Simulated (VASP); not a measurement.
# SrTiO3 (P4/mmm) in VASP: a series of runs

The runs below take SrTiO3 through single point, with PBEsol.

Program: VASP 6.6.1. These are calculated values, not measurements. Logs are shortened: lines on timing, memory, paths and dates and some standing lists are left out, and cuts for length are marked.

## Step 1: The cell of the first run

Symmetry: P4/mmm, No. 123, tetragonal system. The conventional cell has a = 3.774 Å, b = 3.774 Å, c = 3.949 Å, α = 90.00°, β = 90.00°, γ = 90.00°. Sr (site symmetry 4/mmm) has 12 O at 2.67 to 2.73 Å and 8 Ti at 3.32 Å within 3.5 Å. Within 2.5 Å of Ti (site symmetry 4/mmm) lie 6 O at 1.89 to 1.97 Å. Within 2.5 Å of O (site symmetry mmm) lie 2 Ti at 1.89 Å. Within 2.8 Å of O (site symmetry 4/mmm) lie 2 Ti at 1.97 Å and 4 Sr at 2.67 Å and 8 O at 2.73 Å.

## Step 2: Single point, PBEsol (strain -0.030 along x and y, +0.015 along z)

INCAR reads:

```
ALGO = Normal ; EDIFF = 1E-6
ENCUT = 520 ; GGA = PS
ISIF = 2 ; ISMEAR = 0
LASPH = T ; LCHARG = F
LREAL = F ; LWAVE = F
NBANDS = 28 ; NELM = 80
PREC = Accurate ; SIGMA = 0.05
```

KPOINTS reads:

```
k-points
0
Gamma
  8 8 8
```

POSCAR reads:

```
SrTiO3
1.0
    3.7743865313      0.0000000000      0.0000000000
    0.0000000000      3.7743865313      0.0000000000
    0.0000000000      0.0000000000      3.9494869374
Sr Ti O
1 1 3
Direct
    0.0000000000      0.0000000000      0.0000000000
    0.5000000000      0.5000000000      0.5000000000
    0.0000000000      0.5000000000      0.5000000000
    0.5000000000      0.0000000000      0.5000000000
    0.5000000000      0.5000000000      0.0000000000
```

Potentials or basis: VASP PAW PBE potentials, release 64 (Sr_sv, Ti_sv, O).

Started as:

```sh
$ cat potpaw_PBE.64/Sr_sv/POTCAR potpaw_PBE.64/Ti_sv/POTCAR potpaw_PBE.64/O/POTCAR > POTCAR
$ mpirun -np 1 vasp_std > vasp.out
```

OUTCAR:

```text
EDIFF = 1E-6
   ENCUT = 520
   GGA = PS
   ISIF = 2
   ISMEAR = 0
   LASPH = T
   LREAL = F
   NELM = 80
   PREC = Accurate

 ion  position               nearest neighbor table
   1  0.000  0.000  0.000-   5 2.67   5 2.67   5 2.67   5 2.67   4 2.73   3 2.73   4 2.73   3 2.73
                             4 2.73   3 2.73   4 2.73   3 2.73   2 3.32   2 3.32   2 3.32   2 3.32
   2  0.500  0.500  0.500-   3 1.89   4 1.89   4 1.89   3 1.89   5 1.97   5 1.97   1 3.32   1 3.32
                             1 3.32   1 3.32   1 3.32   1 3.32   1 3.32   1 3.32
   3  0.000  0.500  0.500-   2 1.89   2 1.89   1 2.73   1 2.73   1 2.73   1 2.73
   4  0.500  0.000  0.500-   2 1.89   2 1.89   1 2.73   1 2.73   1 2.73   1 2.73
   5  0.500  0.500  0.000-   2 1.97   2 1.97   1 2.67   1 2.67   1 2.67   1 2.67

  LATTYP: Found a simple tetragonal cell.
 ALAT       =     3.7743865313
 C/A-ratio  =     1.0463917526

  Lattice vectors:

 A1 = (   3.7743865313,   0.0000000000,   0.0000000000)
 A2 = (   0.0000000000,   3.7743865313,   0.0000000000)
 A3 = (   0.0000000000,   0.0000000000,   3.9494869374)

Analysis of symmetry for initial positions (statically):
=====================================================================
 Subroutine PRICEL returns:
 Original cell was already a primitive cell.

 Routine SETGRP: Setting up the symmetry group for a
 simple tetragonal supercell.

 Subroutine GETGRP returns: Found 16 space group operations
 (whereof 16 operations were pure point group operations)
 out of a pool of 16 trial point group operations.

The static configuration has the point symmetry D_4h.

Analysis of symmetry for dynamics (positions and initial velocities):
=====================================================================
 Subroutine PRICEL returns:
 Original cell was already a primitive cell.

 Routine SETGRP: Setting up the symmetry group for a
 simple tetragonal supercell.

 Subroutine GETGRP returns: Found 16 space group operations
 (whereof 16 operations were pure point group operations)
 out of a pool of 16 trial point group operations.

The dynamic configuration has the point symmetry D_4h.

 Subroutine INISYM returns: Found 16 space group operations
 (whereof 16 operations are pure point group operations),
 and found     1 'primitive' translations

----------------------------------------------------------------------------------------

                                     Primitive cell

  volume of cell :      56.2644
[... 96 lines left out ...]
   LREAL  =      F    real-space projection
   EDIFFG = 0.1E-04   stopping-criterion for IOM
   NSW    =      0    number of steps for IOM
   IBRION =     -1    ionic relax: 0-MD 1-quasi-New 2-CG
   NFREE  =      0    steps in history (QN), initial steepest desc. (CG)
   ISIF   =      2    stress and relaxation
   ISYM   =      2    0-nonsym 1-usesym 2-fastsym
   POTIM  = 0.5000    time-step for ionic-motion
   TEBEG  =    0.0;   TEEND  =   0.0 temperature during run
   PSTRESS=    0.0 pullay stress
   NELECT =      40.0000    total number of electrons
   NUPDOWN=      -1.0000    fix difference up-down
   EMIN   =  10.00;   EMAX   =-10.00  energy-range for DOS
   EFERMI =   0.00;   METHOD = LEGACY
   ISMEAR =     0;   SIGMA  =   0.05  broadening in eV -4-tet -1-fermi 0-gaus
   EFERMI_NEDOS =   21; number of points for ismear=-14 and -15
   IALGO  =     38    algorithm
   IMIX   =      4    mixing-type and parameters
     AMIX     =   0.40;   BMIX     =  1.00
     AMIX_MAG =   1.60;   BMIX_MAG =  1.00
  volume/ion in A,a.u.               =      11.25        75.94
  Fermi-wavevector in a.u.,A,eV,Ry     =   1.461113  2.761102 29.046398  2.134850
  Thomas-Fermi vector in A             =   2.577483
   LORBIT       =      0    0 simple, 1 ext, 2 COOP (PROOUT), +10 PAW based schemes
   GGA     = PS    functional components
   LHFCALC =     F    Hartree Fock is set to
   AEXX    =    0.0000 exact exchange contribution
   IVDW    =     0    specifies the selected vdW correction
   LEPSILON=     F    determine dielectric tensor
   LRPA    =     F    only Hartree local field effects (RPA)
 non-spin polarized calculation
 Gauss-broadening in eV      SIGMA  =   0.05
  energy-cutoff  :      520.00
  volume of cell :       56.26
 maximum number of plane-waves:      1536
   NGX = 15   NGY = 15   NGZ = 15

 number of electron      39.9999984 magnetization

 Free energy of the ion-electron system (eV)
  ---------------------------------------------------
  ext. energy  EPLUGINS =         0.00000000
  ---------------------------------------------------
  free energy    TOTEN  =       -41.85390111 eV

  energy without entropy =      -41.85390111  energy(sigma->0) =      -41.85390111

 E-fermi :   4.8560     XC(G=0): -11.8433

 val. band max:        4.5877016301   @ k =   0.5000   0.5000   0.5000
 cond. band min:       6.3766885230   @ k =   0.0000   0.0000   0.0000
 fundamental gap:      1.7889868929
 Fermi energy:         4.8560372859

 k-point     1 :       0.0000    0.0000    0.0000
  band No.  band energies     occupation
      1     -51.4530      2.00000
      2     -27.9772      2.00000
      3     -27.8796      2.00000
      4     -27.8796      2.00000
      5     -27.8246      2.00000
      6     -13.0962      2.00000
[... 733 lines left out ...]
     27      12.5334      0.00000
     28      13.1942      0.00000

 [... further k-points ...]

------------------------ aborting loop because EDIFF is reached ----------------------------------------

  FORCE on cell =-STRESS in cart. coord.  units (eV):
  Direction    XX          YY          ZZ          XY          YZ          ZX
  --------------------------------------------------------------------------------------
  -------------------------------------------------------------------------------------
  Total        5.3742737      5.3742737      0.7539422      0.0000000     -0.0000000      0.0000000
  in kB      153.0371718    153.0371718     21.4691682      0.0000000     -0.0000000      0.0000000
  external PRESSURE =     109.1811706 kB  Pullay stress =       0.0000000 kB

 VOLUME and BASIS-vectors are now :
 -----------------------------------------------------------------------------
  energy-cutoff  :      520.00
  volume of cell :       56.26
      direct lattice vectors                 reciprocal lattice vectors
     3.774386531  0.000000000  0.000000000     0.264943718  0.000000000  0.000000000
     0.000000000  3.774386531  0.000000000     0.000000000  0.264943718  0.000000000
     0.000000000  0.000000000  3.949486937     0.000000000  0.000000000  0.253197445

 POSITION                                       TOTAL-FORCE (eV/Angst)
 -----------------------------------------------------------------------------------
      0.00000      0.00000      0.00000         0.000000      0.000000      0.000000
      1.88719      1.88719      1.97474         0.000000      0.000000      0.000000
      0.00000      1.88719      1.97474         0.000000      0.000000      0.000000
      1.88719      0.00000      1.97474         0.000000      0.000000      0.000000
      1.88719      1.88719      0.00000         0.000000      0.000000      0.000000
 -----------------------------------------------------------------------------------
    total drift:                                0.000000      0.000000      0.000000

  FREE ENERGIE OF THE ION-ELECTRON SYSTEM (eV)
  ---------------------------------------------------
  free  energy   TOTEN  =       -41.8539011095 eV

  energy  without entropy=      -41.8539011095  energy(sigma->0) =      -41.85390111
```

OSZICAR:

```text
N       E                     dE             d eps       ncg     rms          rms(c)
DAV:   1     0.432641985703E+03    0.43264E+03   -0.21490E+04  4200   0.161E+03
DAV:   2    -0.650956771940E+01   -0.43915E+03   -0.41902E+03  4768   0.442E+02
DAV:   3    -0.492061254030E+02   -0.42697E+02   -0.42341E+02  5848   0.134E+02
DAV:   4    -0.512076004032E+02   -0.20015E+01   -0.19968E+01  6312   0.247E+01
DAV:   5    -0.512516026313E+02   -0.44002E-01   -0.43991E-01  5740   0.325E+00    0.295E+01
DAV:   6    -0.418795243806E+02    0.93721E+01   -0.46513E+01  5932   0.653E+01    0.169E+01
DAV:   7    -0.419110566360E+02   -0.31532E-01   -0.61758E+00  5424   0.189E+01    0.123E+01
DAV:   8    -0.419777462188E+02   -0.66690E-01   -0.16100E+00  5060   0.139E+01    0.395E+00
DAV:   9    -0.418603795412E+02    0.11737E+00   -0.39894E-01  4948   0.706E+00    0.107E+00
DAV:  10    -0.418598212836E+02    0.55826E-03   -0.94314E-02  5292   0.207E+00    0.734E-01
DAV:  11    -0.418539600438E+02    0.58612E-02   -0.27321E-02  6120   0.163E+00    0.138E-01
DAV:  12    -0.418538837542E+02    0.76290E-04   -0.19893E-03  5036   0.547E-01    0.823E-02
DAV:  13    -0.418539115658E+02   -0.27812E-04   -0.42142E-04  5992   0.151E-01    0.494E-02
DAV:  14    -0.418539054583E+02    0.61075E-05   -0.40554E-05  5416   0.492E-02    0.244E-02
DAV:  15    -0.418539009281E+02    0.45302E-05   -0.13541E-05  5848   0.280E-02    0.110E-02
DAV:  16    -0.418539011095E+02   -0.18146E-06   -0.43251E-06  4700   0.202E-02
   1 F= -.41853901E+02 E0= -.41853901E+02  d E =-.197694E-16
```

stdout:

```text
POSCAR found type information on POSCAR SrTiO
 POSCAR found :  3 types and       5 ions
 scaLAPACK will be used
 -----------------------------------------------------------------------------
|                                                                             |
|                                                                             |
|     You enforced a specific xc type in the INCAR file but a different       |
|     I HOPE YOU KNOW WHAT YOU ARE DOING!                                     |
|                                                                             |
 -----------------------------------------------------------------------------

 LDA part: xc-table for (Slater+PW92), standard interpolation
 POSCAR, INCAR and KPOINTS ok, starting setup
 FFT: planning ... GRIDC
 FFT: planning ... GRID_SOFT
 FFT: planning ... GRID
 WAVECAR not read
 entering main loop
```

Run time: 48 s. Hardware: 1 thread of Intel Xeon 6975P-C (Granite Rapids), shared host; peak memory 0.24 GiB.

What came out:

- Free energy: -41.8539 eV
- Pressure: 10.9 GPa
- Band gap on the k mesh: 1.79 eV (least direct gap 2.17 eV)

Stress tensor (GPa, compression positive):
```
15.30  0.00  0.00
 0.00 15.30  0.00
 0.00  0.00  2.15
```

Caveat: the cell differs from its parent crystal (strain -0.030 along x and y, +0.015 along z); the cell stands under pressure; the PAW data sets were made with another functional, which shifts forces and pressure a little.

## Step 3: Single point, PBEsol (strain -0.030 along x and y, +0.030 along z)

INCAR reads:

```
SYSTEM = SrTiO3
ALGO     = Normal         ! electronic algorithm
EDIFF    = 1E-6           ! SCF threshold, eV
ENCUT    = 520            ! plane-wave cutoff, eV
GGA      = PS             ! functional
ISIF     = 2              ! what is computed and relaxed
ISMEAR   = 0              ! smearing method
LASPH    = .TRUE.         ! aspherical terms in the spheres
LCHARG   = .TRUE.         ! write CHGCAR
LELF     = .TRUE.         ! ELF
LREAL    = .FALSE.        ! projectors in reciprocal space
LVHAR    = .TRUE.       
LWAVE    = .FALSE.        ! write WAVECAR
NBANDS   = 28             ! bands
NELM     = 80             ! most SCF steps
PREC     = Accurate       ! precision mode
SIGMA    = 0.05           ! smearing width, eV
```

KPOINTS reads:

```
k-points
0
G
  8 8 8
  0 0 0
```

Edit POSCAR of step 2 so:

```diff
@@ -4,3 +4,3 @@
     0.0000000000      3.7743865313      0.0000000000
-    0.0000000000      0.0000000000      3.9494869374
+    0.0000000000      0.0000000000      4.0078537395
 Sr Ti O
```

Potentials or basis: VASP PAW PBE potentials, release 64 (Sr_sv, Ti_sv, O).

Started as:

```sh
$ cat potpaw_PBE.64/Sr_sv/POTCAR potpaw_PBE.64/Ti_sv/POTCAR potpaw_PBE.64/O/POTCAR > POTCAR
$ mpirun -np 1 vasp_std > vasp.out
```

Wall time 49 s (1 thread of Intel Xeon 6975P-C (Granite Rapids), shared host); peak memory 0.24 GiB.

The run converged. Its results:

| Item | Value |
| --- | --- |
| Free energy | -41.8535 eV |
| Pressure | 8.1 GPa |
| Band gap on the k mesh | 1.74 eV (least direct gap 2.15 eV) |

Stress tensor (GPa, compression positive):
```
13.49  0.00  0.00
 0.00 13.49  0.00
 0.00  0.00 -2.62
```

Levels at points of the mesh, in eV from the valence-band top:
```tsv
k point	band 18	band 19	band 20	band 21	band 22	band 23
(0.00, 0.00, 0.00)	-0.49	-0.41	-0.41	1.74	1.74	1.85
(0.50, 0.00, 0.00)	-2.30	-0.88	-0.86	1.97	4.10	4.12
(0.50, 0.50, 0.00)	-1.52	-1.52	-0.07	4.11	4.11	4.63
(0.00, 0.00, 0.50)	-2.19	-0.76	-0.76	1.99	3.52	3.52
(0.50, 0.00, 0.50)	-1.86	-1.76	-0.35	3.53	4.12	4.32
(0.50, 0.50, 0.50)	-0.18	-0.18	0.00	4.58	4.58	4.87
```

Caveat: the cell differs from its parent crystal (strain -0.030 along x and y, +0.030 along z); the cell stands under pressure; the PAW data sets were made with another functional, which shifts forces and pressure a little.
